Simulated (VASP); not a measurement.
A run of VASP 6.6.1:

File POSCAR:

```
KF
1.0
    2.9919530854      0.0000000000      0.0000000000
    0.0000000000      2.9919530854      0.0000000000
    0.0000000000      0.0000000000      3.1788706815
K F
1 1
Direct
    0.0000000000      0.0000000000      0.0000000000
    0.5000000000      0.5000000000      0.5000000000
```

The input INCAR.step1:

```
SYSTEM = KF
PREC = Accurate
ENCUT = 520
ISMEAR = 0
SIGMA = 0.01
LREAL = .False.
LASPH = .True.
NELM = 100
NBANDS = 15
GGA = PE
ALGO = Normal
EDIFF = 1E-4
LWAVE = .True.
LCHARG = .False.
```

Contents of INCAR.step2:

```
SYSTEM = KF
PREC = Accurate
ENCUT = 520
EDIFF = 1E-6
ISMEAR = 0
SIGMA = 0.01
LREAL = .False.
LASPH = .True.
NELM = 100
ALGO = Normal
ISIF = 2
LWAVE = .False.
LCHARG = .False.
METAGGA = R2SCAN
LMIXTAU = .True.
NBANDS = 15
ISTART = 1
```

KPOINTS

```
regular mesh
0
Gamma
  8 8 8
  0 0 0
```

Potentials or basis: VASP PAW PBE potentials, release 64 (K_sv, F).

The run is started by

```bash
$ cat potpaw_PBE.64/K_sv/POTCAR potpaw_PBE.64/F/POTCAR > POTCAR
$ cp INCAR.step1 INCAR
$ mpirun -np 1 vasp_std > vasp.out
$ cp INCAR.step2 INCAR
$ mpirun -np 1 vasp_std > vasp.out
```

Hardware: 1 thread of AMD EPYC 9R14 (Zen 4), with other jobs on the host.

How long does it take, and how much memory?

Run time: 61 s on 1 thread of AMD EPYC 9R14 (Zen 4), on a shared host, peak memory 0.13 GiB. Counts: k points 75.
